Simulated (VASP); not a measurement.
# Sb2Se3 (P4/mbm) in VASP: single point with PBE

Aim: the single point of Sb2Se3 with PBE.

Everything below comes from runs of VASP 6.6.1. Logs are shortened: lines on timing, memory, paths and dates and some standing lists are left out, and cuts for length are marked.

## (1) The cell of the first run

The structure is tetragonal, space group P4/mbm (No. 127). Conventional cell: a = 8.075 Å, b = 8.075 Å, c = 5.607 Å, α = 90.00°, β = 90.00°, γ = 90.00°. Sb (site symmetry mmm) has 6 Se at 2.80 to 3.82 Å within 3.9 Å. Within 3.8 Å of Sb (site symmetry 4/m) lie 4 Se at 2.87 Å. Within 3.4 Å of Se (site symmetry m2m) lie 2 Se at 2.59 to 3.12 Å and 2 Sb at 2.87 Å. Within 3.4 Å of Se (site symmetry mmm) lie 4 Se at 2.59 to 3.12 Å and 2 Sb at 2.80 Å.

The cell was built from a structure type or drawn by symmetry, and may not be a known phase.

## (2) Single point, PBE

INCAR reads:

```
ALGO = Normal ; EDIFF = 1E-6
ENCUT = 500 ; GGA = PE
GGA_COMPAT = False ; ISIF = 2
ISMEAR = 0 ; LASPH = True
LCHARG = False ; LREAL = False
LWAVE = False ; NBANDS = 39
NELM = 120 ; PREC = Accurate
SIGMA = 0.15
```

KPOINTS reads:

```
k-points
0
Gamma
  2 2 2
```

POSCAR reads:

```
Sb2Se3
1.0
    8.0752733576      0.0000000000      0.0000000000
    0.0000000000      8.0752733576      0.0000000000
    0.0000000000      0.0000000000      5.6067389278
Sb Se
4 6
Direct
    0.0000000000      0.5000000000      0.0000000000
    0.5000000000      0.0000000000      0.0000000000
    0.0000000000      0.0000000000      0.5000000000
    0.5000000000      0.5000000000      0.5000000000
    0.7729180447      0.2729180447      0.5000000000
    0.2270819553      0.7270819553      0.5000000000
    0.7270819553      0.7729180447      0.5000000000
    0.2729180447      0.2270819553      0.5000000000
    0.0000000000      0.5000000000      0.5000000000
    0.5000000000      0.0000000000      0.5000000000
```

Potentials or basis: VASP PAW PBE potentials, release 64 (Sb, Se).

Run with:

```
$ cat potpaw_PBE.64/Sb/POTCAR potpaw_PBE.64/Se/POTCAR > POTCAR
$ mpirun -np 1 vasp_std > vasp.out
```

OUTCAR:

```text
EDIFF = 1E-6
   ENCUT = 500
   GGA = PE
   ISIF = 2
   ISMEAR = 0
   LASPH = True
   LREAL = False
   NELM = 120
   PREC = Accurate

 ion  position               nearest neighbor table
   1  0.000  0.500  0.000-   9 2.80   9 2.80
   2  0.500  0.000  0.000-  10 2.80  10 2.80
   3  0.000  0.000  0.500-   5 2.87   6 2.87   7 2.87   8 2.87
   4  0.500  0.500  0.500-   5 2.87   6 2.87   7 2.87   8 2.87
   5  0.773  0.273  0.500-   9 2.59   4 2.87   3 2.87
   6  0.227  0.727  0.500-   9 2.59   4 2.87   3 2.87
   7  0.727  0.773  0.500-  10 2.59   4 2.87   3 2.87
   8  0.273  0.227  0.500-  10 2.59   4 2.87   3 2.87
   9  0.000  0.500  0.500-   5 2.59   6 2.59   1 2.80   1 2.80
  10  0.500  0.000  0.500-   7 2.59   8 2.59   2 2.80   2 2.80

  LATTYP: Found a simple tetragonal cell.
 ALAT       =     8.0752733576
 C/A-ratio  =     0.6943094902

  Lattice vectors:

 A1 = (   8.0752733576,   0.0000000000,   0.0000000000)
 A2 = (   0.0000000000,   8.0752733576,   0.0000000000)
 A3 = (   0.0000000000,   0.0000000000,   5.6067389278)

Analysis of symmetry for initial positions (statically):
=====================================================================
 Subroutine PRICEL returns:
 Original cell was already a primitive cell.

 Routine SETGRP: Setting up the symmetry group for a
 simple tetragonal supercell.

 Subroutine GETGRP returns: Found 16 space group operations
 (whereof  8 operations were pure point group operations)
 out of a pool of 16 trial point group operations.

The static configuration has the point symmetry C_4h.
 The point group associated with its full space group is D_4h.

Analysis of symmetry for dynamics (positions and initial velocities):
=====================================================================
 Subroutine PRICEL returns:
 Original cell was already a primitive cell.

 Routine SETGRP: Setting up the symmetry group for a
 simple tetragonal supercell.

 Subroutine GETGRP returns: Found 16 space group operations
 (whereof  8 operations were pure point group operations)
 out of a pool of 16 trial point group operations.

The dynamic configuration has the point symmetry C_4h.
 The point group associated with its full space group is D_4h.

 Subroutine INISYM returns: Found 16 space group operations
 (whereof  8 operations are pure point group operations),
 and found     1 'primitive' translations

----------------------------------------------------------------------------------------

                                     Primitive cell

  volume of cell :     365.6157

  direct lattice vectors                    reciprocal lattice vectors
     8.075273358  0.000000000  0.000000000     0.123834817  0.000000000  0.000000000
     0.000000000  8.075273358  0.000000000     0.000000000  0.123834817  0.000000000
     0.000000000  0.000000000  5.606738928     0.000000000  0.000000000  0.178356798

  length of vectors
     8.075273358  8.075273358  5.606738928     0.123834817  0.123834817  0.178356798

  position of ions in fractional coordinates (direct lattice)
     0.000000000  0.500000000  0.000000000
     0.500000000  0.000000000  0.000000000
     0.000000000  0.000000000  0.500000000
     0.500000000  0.500000000  0.500000000
     0.772918045  0.272918045  0.500000000
     0.227081955  0.727081955  0.500000000
     0.727081955  0.772918045  0.500000000
     0.272918045  0.227081955  0.500000000
     0.000000000  0.500000000  0.500000000
     0.500000000  0.000000000  0.500000000

  ion indices of the primitive-cell ions
   primitive index   ion index
                 1           1
                 2           2
                 3           3
                 4           4
                 5           5
                 6           6
                 7           7
                 8           8
                 9           9
                10          10

----------------------------------------------------------------------------------------

 KPOINTS: k-points

Automatic generation of k-mesh.
 Grid dimensions read from file:
 generate k-points for:    2    2    2

 Generating k-lattice:

  Cartesian coordinates                     Fractional coordinates (reciprocal lattice)
     0.061917409  0.000000000  0.000000000     0.500000000  0.000000000  0.000000000
     0.000000000  0.061917409  0.000000000     0.000000000  0.500000000  0.000000000
     0.000000000  0.000000000  0.089178399     0.000000000  0.000000000  0.500000000

  Length of vectors
     0.061917409  0.061917409  0.089178399

  Shift w.r.t. Gamma in fractional coordinates (k-lattice)
     0.000000000  0.000000000  0.000000000

 Subroutine IBZKPT returns following result:
 ===========================================

 Found      6 irreducible k-points:

 Following reciprocal coordinates:
            Coordinates               Weight
  0.000000  0.000000  0.000000      1.000000
  0.500000  0.000000  0.000000      2.000000
  0.500000  0.500000  0.000000      1.000000
  0.000000  0.000000  0.500000      1.000000
  0.500000  0.000000  0.500000      2.000000
  0.500000  0.500000  0.500000      1.000000
   k-points           NKPTS =      6   k-points in BZ     NKDIM =      6   number of bands    NBANDS=     39
   number of dos      NEDOS =    301   number of ions     NIONS =     10
   total plane-waves  NPLWV = 151200
   dimension x,y,z NGX =    60 NGY =   60 NGZ =   42
   dimension x,y,z NGXF=   120 NGYF=  120 NGZF=   84
   ions per type =               4   6
   NGX,Y,Z   is equivalent  to a cutoff of  12.35, 12.35, 12.45 a.u.
   NGXF,Y,Z  is equivalent  to a cutoff of  24.70, 24.70, 24.91 a.u.
 SYSTEM =  unknown system
   PREC   = accura    normal or accurate (medium, high low for compatibility)
   ISTART =      0    job   : 0-new  1-cont  2-samecut
   ICHARG =      2    charge: 1-file 2-atom 10-const
   ISPIN  =      1    spin polarized calculation?
   LNONCOLLINEAR =      F non collinear calculations
   LSORBIT =      F    spin-orbit coupling
   LASPH  =      T    aspherical Exc in radial PAW
   ENCUT  =  500.0 eV  36.75 Ry    6.06 a.u.  14.72 14.72 10.22*2*pi/ulx,y,z
   NELM   =    120;   NELMIN=  2; NELMDL= -5     # of ELM steps
   EDIFF  = 0.1E-05   stopping-criterion for ELM
   LREAL  =      F    real-space projection
   EDIFFG = 0.1E-04   stopping-criterion for IOM
   NSW    =      0    number of steps for IOM
   IBRION =     -1    ionic relax: 0-MD 1-quasi-New 2-CG
   NFREE  =      0    steps in history (QN), initial steepest desc. (CG)
   ISIF   =      2    stress and relaxation
   ISYM   =      2    0-nonsym 1-usesym 2-fastsym
   POTIM  = 0.5000    time-step for ionic-motion
   TEBEG  =    0.0;   TEEND  =   0.0 temperature during run
   PSTRESS=    0.0 pullay stress
   NELECT =      56.0000    total number of electrons
   NUPDOWN=      -1.0000    fix difference up-down
   EMIN   =  10.00;   EMAX   =-10.00  energy-range for DOS
   EFERMI =   0.00;   METHOD = LEGACY
   ISMEAR =     0;   SIGMA  =   0.15  broadening in eV -4-tet -1-fermi 0-gaus
   EFERMI_NEDOS =   21; number of points for ismear=-14 and -15
   IALGO  =     38    algorithm
   IMIX   =      4    mixing-type and parameters
     AMIX     =   0.40;   BMIX     =  1.00
     AMIX_MAG =   1.60;   BMIX_MAG =  1.00
  volume/ion in A,a.u.               =      36.56       246.73
  Fermi-wavevector in a.u.,A,eV,Ry     =   0.875916  1.655242 10.438788  0.767229
  Thomas-Fermi vector in A             =   1.995654
   LORBIT       =      0    0 simple, 1 ext, 2 COOP (PROOUT), +10 PAW based schemes
   GGA     = PE    functional components
   LHFCALC =     F    Hartree Fock is set to
   AEXX    =    0.0000 exact exchange contribution
   IVDW    =     0    specifies the selected vdW correction
   LEPSILON=     F    determine dielectric tensor
   LRPA    =     F    only Hartree local field effects (RPA)
 non-spin polarized calculation
 Gauss-broadening in eV      SIGMA  =   0.15
  energy-cutoff  :      500.00
  volume of cell :      365.62
 maximum number of plane-waves:      9316
 NGX is ok and might be reduce to    60
   NGX = 29   NGY = 29   NGZ = 21

 number of electron      55.9999995 magnetization

 Free energy of the ion-electron system (eV)
  ---------------------------------------------------
  ext. energy  EPLUGINS =         0.00000000
  ---------------------------------------------------
  free energy    TOTEN  =       -31.47459291 eV

  energy without entropy =      -31.30467920  energy(sigma->0) =      -31.38963606

 E-fermi :   2.4899     XC(G=0):  -7.9295

 val. band max:        2.3606107492   @ k =   0.5000   0.0000   0.5000
 cond. band min:       2.4964668930   @ k =   0.5000   0.0000   0.5000
 fundamental gap:      0.1358561437
 Fermi energy:         2.4899439459

 k-point     1 :       0.0000    0.0000    0.0000
  band No.  band energies     occupation
      1     -12.2860      2.00000
      2     -11.5999      2.00000
      3     -10.4906      2.00000
      4     -10.4906      2.00000
      5      -9.6089      2.00000
      6      -9.4060      2.00000
[... 31 lines left out ...]
     38       6.5034      0.00000
     39       6.9067      0.00000

 k-point     2 :       0.5000    0.0000    0.0000
  band No.  band energies     occupation
      1     -11.9955      2.00000
      2     -11.9955      2.00000
      3     -10.4348      2.00000
      4     -10.4348      2.00000
      5      -9.5517      2.00000
      6      -9.5517      2.00000
[... 31 lines left out ...]
     38       5.8807      0.00000
     39       7.1192      0.00000

 k-point     3 :       0.5000    0.5000    0.0000
  band No.  band energies     occupation
      1     -11.9415      2.00000
      2     -11.9415      2.00000
      3     -10.6686      2.00000
      4     -10.6686      2.00000
      5      -9.3358      2.00000
      6      -9.3358      2.00000
[... 31 lines left out ...]
     38       7.0105      0.00000
     39       7.4951      0.00000

 k-point     4 :       0.0000    0.0000    0.5000
  band No.  band energies     occupation
      1     -12.2151      2.00000
      2     -11.4985      2.00000
      3     -10.4799      2.00000
      4     -10.4799      2.00000
      5      -9.5665      2.00000
      6      -9.3233      2.00000
[... 31 lines left out ...]
     38       5.4674      0.00000
     39       6.6835      0.00000

 k-point     5 :       0.5000    0.0000    0.5000
  band No.  band energies     occupation
      1     -11.9160      2.00000
      2     -11.9160      2.00000
      3     -10.4216      2.00000
      4     -10.4216      2.00000
      5      -9.4842      2.00000
      6      -9.4842      2.00000
[... 31 lines left out ...]
     38       5.4003      0.00000
     39       5.9221      0.00000

 k-point     6 :       0.5000    0.5000    0.5000
  band No.  band energies     occupation
      1     -11.8571      2.00000
      2     -11.8571      2.00000
      3     -10.6569      2.00000
      4     -10.6569      2.00000
      5      -9.2689      2.00000
      6      -9.2689      2.00000
[... 31 lines left out ...]
     38       5.7026      0.00000
     39       7.1095      0.00000

------------------------ aborting loop because EDIFF is reached ----------------------------------------

  FORCE on cell =-STRESS in cart. coord.  units (eV):
  Direction    XX          YY          ZZ          XY          YZ          ZX
  --------------------------------------------------------------------------------------
  -------------------------------------------------------------------------------------
  Total       -1.0423245     -1.0423245      0.5341863      0.0000000      0.0000000      0.0000000
  in kB       -4.5676071     -4.5676071      2.3408766      0.0000000      0.0000000      0.0000000
  external PRESSURE =      -2.2647792 kB  Pullay stress =       0.0000000 kB

 VOLUME and BASIS-vectors are now :
 -----------------------------------------------------------------------------
  energy-cutoff  :      500.00
  volume of cell :      365.62
      direct lattice vectors                 reciprocal lattice vectors
     8.075273358  0.000000000  0.000000000     0.123834817  0.000000000  0.000000000
     0.000000000  8.075273358  0.000000000     0.000000000  0.123834817  0.000000000
     0.000000000  0.000000000  5.606738928     0.000000000  0.000000000  0.178356798

 POSITION                                       TOTAL-FORCE (eV/Angst)
 -----------------------------------------------------------------------------------
      0.00000      4.03764      0.00000         0.000000      0.000000      0.000000
      4.03764      0.00000      0.00000         0.000000      0.000000      0.000000
      0.00000      0.00000      2.80337         0.000000      0.000000      0.000000
      4.03764      4.03764      2.80337         0.000000      0.000000      0.000000
      6.24152      2.20389      2.80337         0.021537      0.021537     -0.000000
      1.83375      5.87139      2.80337        -0.021537     -0.021537      0.000000
      5.87139      6.24152      2.80337        -0.021537      0.021537      0.000000
      2.20389      1.83375      2.80337         0.021537     -0.021537     -0.000000
      0.00000      4.03764      2.80337         0.000000      0.000000      0.000000
      4.03764      0.00000      2.80337         0.000000      0.000000      0.000000
 -----------------------------------------------------------------------------------
    total drift:                                0.000000     -0.000000      0.000000

  FREE ENERGIE OF THE ION-ELECTRON SYSTEM (eV)
  ---------------------------------------------------
  free  energy   TOTEN  =       -31.4745929145 eV

  energy  without entropy=      -31.3046792009  energy(sigma->0) =      -31.38963606
```

It took 55 s on 1 thread of Intel Xeon 6975P-C (Granite Rapids), shared host; peak memory 0.4 GiB.

Results:

* Free energy: -31.4746 eV
* Pressure: -0.2 GPa
* Largest force: 0.030 eV/Å
* Band gap on the k mesh: zero (bands 28 and 29 overlap by 0.32 eV)

Forces in eV/Å, atoms in the order of the input:
```
Sb   0.000  0.000  0.000
Sb   0.000  0.000  0.000
Sb   0.000  0.000  0.000
Sb   0.000  0.000  0.000
Se   0.022  0.022  0.000
Se  -0.022 -0.022  0.000
Se  -0.022  0.022  0.000
Se   0.022 -0.022  0.000
Se   0.000  0.000  0.000
Se   0.000  0.000  0.000
```

Stress tensor (GPa, compression positive):
```
-0.46  0.00  0.00
 0.00 -0.46  0.00
 0.00  0.00  0.23
```

Caveat: the k points lie up to 0.56 Å⁻¹ apart; spin-orbit coupling is left out, which moves the levels of the heavy elements.
